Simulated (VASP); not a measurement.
A run of VASP 6.6.1 is set up as follows.

INCAR

```
SYSTEM = SrB
PREC = Accurate
ENCUT = 520
EDIFF = 1E-6
ISMEAR = 0
SIGMA = 0.1
LREAL = .False.
LASPH = .True.
NELM = 100
ALGO = Normal
ISIF = 2
LWAVE = .False.
LCHARG = .True.
GGA = PE
LELF = .True.
LVHAR = .True.
NBANDS = 21
```

File KPOINTS:

```
regular mesh
0
Gamma
  16 16 16
  0 0 0
```

File POSCAR:

```
SrB
1.0
   -2.0979241496      2.0979241496      4.8885794317
    2.0979241496     -2.0979241496      4.8885794317
    2.0979241496      2.0979241496     -4.8885794317
Sr B
2 2
Direct
    0.2500000000      0.7500000000      0.5000000000
    0.5000000000      0.5000000000      0.0000000000
    0.7500000000      0.2500000000      0.5000000000
    0.0000000000      0.0000000000      0.0000000000
```

Potentials or basis: VASP PAW PBE potentials, release 64 (Sr_sv, B).

The run is started by

```sh
$ cat potpaw_PBE.64/Sr_sv/POTCAR potpaw_PBE.64/B/POTCAR > POTCAR
$ mpirun -np 1 vasp_std > vasp.out
```

Q: Predict the pressure.

A: 0.2 GPa.

Q: Predict the band gap on the k mesh.

A: Zero (bands 13 and 14 overlap by 1.09 eV).
